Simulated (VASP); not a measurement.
# La (C2/c) in VASP: further runs, part 2 of 2

VASP 6.6.1.

## 3. Single point, RPBE (39.75 Å³/atom)

This run uses another cell than the first one, of 39.75 Å³/atom.

INCAR

```
PREC = Accurate
ENCUT = 520
EDIFF = 1E-7
ISMEAR = -1
SIGMA = 0.1
LREAL = False
LASPH = True
NELM = 80
ALGO = Normal
ISIF = 2
LWAVE = False
LCHARG = False
GGA = RP
NBANDS = 18
```

KPOINTS

```
Automatic mesh
0
Gamma
  11 11 6
```

POSCAR

```
La
1.0
   -2.1302797163      2.5911721454      1.8991701023
    2.5911721454     -2.1302797163      1.8991701023
    4.3046765497      4.3046765497     -1.0550447743
La
2
Direct
    0.0415150446      0.9584849554      0.0000000000
    0.7084849554      0.2915150446      0.5000000000
```

Potentials or basis: VASP PAW PBE potentials, release 64 (La).

Started as:

```console
$ cat potpaw_PBE.64/La/POTCAR > POTCAR
$ mpirun -np 1 vasp_std > vasp.out
```

OUTCAR:

```text
PREC = Accurate
   ENCUT = 520
   EDIFF = 1E-7
   ISMEAR = -1
   LREAL = False
   LASPH = True
   NELM = 80
   ISIF = 2
   GGA = RP

 ion  position               nearest neighbor table
   1  0.042  0.958  0.000-
   2  0.708  0.292  0.500-

  LATTYP: Found a base centered monoclinic cell.
 ALAT       =     3.8538593607
 B/A-ratio  =     1.7325856062
 C/A-ratio  =     1.6031925891
 COS(beta)  =    -0.0016560976

  Lattice vectors:

 A1 = (  -2.1302797163,   2.5911721454,   1.8991701023)
 A2 = (   2.5911721454,  -2.1302797163,   1.8991701023)
 A3 = (   4.3046765497,   4.3046765497,  -1.0550447743)

Analysis of symmetry for initial positions (statically):
=====================================================================
 Subroutine PRICEL returns:
 Original cell was already a primitive cell.

 Routine SETGRP: Setting up the symmetry group for a
 base centered monoclinic supercell.

 Subroutine GETGRP returns: Found  4 space group operations
 (whereof  2 operations were pure point group operations)
 out of a pool of  4 trial point group operations.

[... 154 lines left out ...]
 number of electron      22.0000001 magnetization

 Free energy of the ion-electron system (eV)
  ---------------------------------------------------
  ext. energy  EPLUGINS =         0.00000000
  ---------------------------------------------------
  free energy    TOTEN  =        -9.11333247 eV

  energy without entropy =       -8.97890562  energy(sigma->0) =       -9.04611905

 E-fermi :   7.3129     XC(G=0):  -9.2030

 val. band max:        7.3076164577   @ k =   0.3636   0.1818   0.5000
 cond. band min:       7.3307317020   @ k =   0.1818   0.0000   0.5000
 fundamental gap:      0.0231152443
 Fermi energy:         7.3129310865

 k-point     1 :       0.0000    0.0000    0.0000
  band No.  band energies     occupation
      1     -25.6610      2.00000
      2     -25.5023      2.00000
      3      -9.9271      2.00000
      4      -8.9630      2.00000
      5      -8.9620      2.00000
      6      -8.8041      2.00000
[... 481 lines left out ...]
      5      -9.0589      2.00000
      6      -9.0406      2.00000
[... 10 lines left out ...]
     17       8.9604      0.00000
     18       8.9813      0.00000

 [... further k-points ...]
[... 5 lines left out ...]
  --------------------------------------------------------------------------------------
  -------------------------------------------------------------------------------------
  Total        0.0300563      0.0300563      0.0438504     -0.0152640      0.0103348      0.0103348
  in kB        0.6057719      0.6057719      0.8837859     -0.3076383      0.2082926      0.2082926
  external PRESSURE =       0.6984432 kB  Pullay stress =       0.0000000 kB

 VOLUME and BASIS-vectors are now :
 -----------------------------------------------------------------------------
  energy-cutoff  :      520.00
  volume of cell :       79.49
      direct lattice vectors                 reciprocal lattice vectors
    -2.130279716  2.591172145  1.899170102    -0.074568282  0.137230976  0.255669368
     2.591172145 -2.130279716  1.899170102     0.137230976 -0.074568282  0.255669368
     4.304676550  4.304676550 -1.055044774     0.112798166  0.112798166 -0.027373967

 POSITION                                       TOTAL-FORCE (eV/Angst)
 -----------------------------------------------------------------------------------
      2.39516     -1.93427      1.89917        -0.000454      0.000454      0.000000
      1.39843      3.36714      1.37165         0.000454     -0.000454     -0.000000
 -----------------------------------------------------------------------------------
    total drift:                               -0.000000      0.000000      0.000000

  FREE ENERGIE OF THE ION-ELECTRON SYSTEM (eV)
  ---------------------------------------------------
  free  energy   TOTEN  =        -9.1133324659 eV

  energy  without entropy=       -8.9789056242  energy(sigma->0) =       -9.04611905
```

Wall time 3.4 min (1 thread of Intel Xeon 6975P-C (Granite Rapids), shared host); peak memory 0.41 GiB.

Results:

| Item | Value |
| --- | --- |
| Free energy | -9.1133 eV |
| Pressure | 0.1 GPa |
| Band gap on the k mesh | zero (bands 11 and 12 overlap by 1.39 eV) |

Levels at points of the mesh, in eV from the Fermi level:
| k point | band 8 | band 9 | band 10 | band 11 | band 12 | band 13 | band 14 | band 15 |
| --- | --- | --- | --- | --- | --- | --- | --- | --- |
| (0.00, 0.00, 0.00) | -16.08 | -3.19 | -1.66 | 1.10 | 1.28 | 1.28 | 1.45 | 1.54 |
| (0.00, 0.00, 0.50) | -16.20 | -1.91 | -1.91 | 0.57 | 0.57 | 1.32 | 1.32 | 1.33 |

Caveat: the PAW data sets were made with another functional, which shifts forces and pressure a little; spin-orbit coupling is left out, which moves the levels of the heavy elements.

## 4. Single point, RPBE

This run uses another cell than the first one, of 39.75 Å³/atom.

INCAR

```
SYSTEM = La
ALGO = Normal
EDIFF = 1E-7
ENCUT = 520
GGA = RP
ISIF = 2
ISMEAR = -1
ISYM = 0
LASPH = .True.
LCHARG = .False.
LREAL = .False.
LWAVE = .False.
NBANDS = 18
NELM = 100
PREC = Accurate
SIGMA = 0.1
```

KPOINTS

```
k-points
0
Gamma
  10 10 7
  0 0 0
```

POSCAR is that of step 3.

Started as:

```console
$ cat potpaw_PBE.64/La/POTCAR > POTCAR
$ mpirun -np 1 vasp_std > vasp.out
```

Run time: 7.5 min. Hardware: 1 thread of Oxide Virtual Turin-like, shared host; peak memory 0.56 GiB.

The run converged. Its results:

```
Free energy            : -9.1140 eV
Pressure               : 0.0 GPa
Band gap on the k mesh : zero (bands 11 and 12 overlap by 1.43 eV)
```

Levels at points of the mesh, in eV from the Fermi level:
| k point | band 9 | band 10 | band 11 | band 12 | band 13 | band 14 |
| --- | --- | --- | --- | --- | --- | --- |
| (0.00, 0.00, 0.00) | -3.19 | -1.66 | 1.10 | 1.28 | 1.28 | 1.45 |
| (0.50, 0.00, 0.00) | -1.43 | -1.12 | -1.02 | 0.97 | 1.18 | 1.23 |
| (0.00, 0.50, 0.00) | -1.43 | -1.12 | -1.02 | 0.97 | 1.18 | 1.23 |
| (0.50, 0.50, 0.00) | -1.43 | -1.12 | -1.01 | 0.97 | 1.18 | 1.23 |

Caveat: the PAW data sets were made with another functional, which shifts forces and pressure a little; spin-orbit coupling is left out, which moves the levels of the heavy elements.

## 5. The runs side by side

| cell | k mesh | gap on the mesh (eV) | pressure (GPa) |
| --- | --- | --- | --- |
| a = 3.803, b = 3.803, c = 6.095 Å, angles 90.0, 90.0, 120.0°, 2 atoms | 11 × 11 × 6 | none | 1.1 |
| a = 3.855, b = 3.855, c = 6.178 Å, angles 90.0, 90.0, 120.0°, 2 atoms | 11 × 11 × 6 | none | 0.1 |
| a = 3.855, b = 3.855, c = 6.178 Å, angles 90.0, 90.0, 120.0°, 2 atoms | 10 × 10 × 7 | none | 0.0 |

Alike in all rows: task single point; level RPBE; potentials or basis VASP PAW PBE potentials, release 64 (La); no spin polarisation; cutoff (eV) 520; smearing fermi-dirac 0.1 eV.

Caveats: the PAW data sets were made with another functional, which shifts forces and pressure a little; spin-orbit coupling is left out, which moves the levels of the heavy elements.

Absolute energies hang on the potentials; compare differences alone.
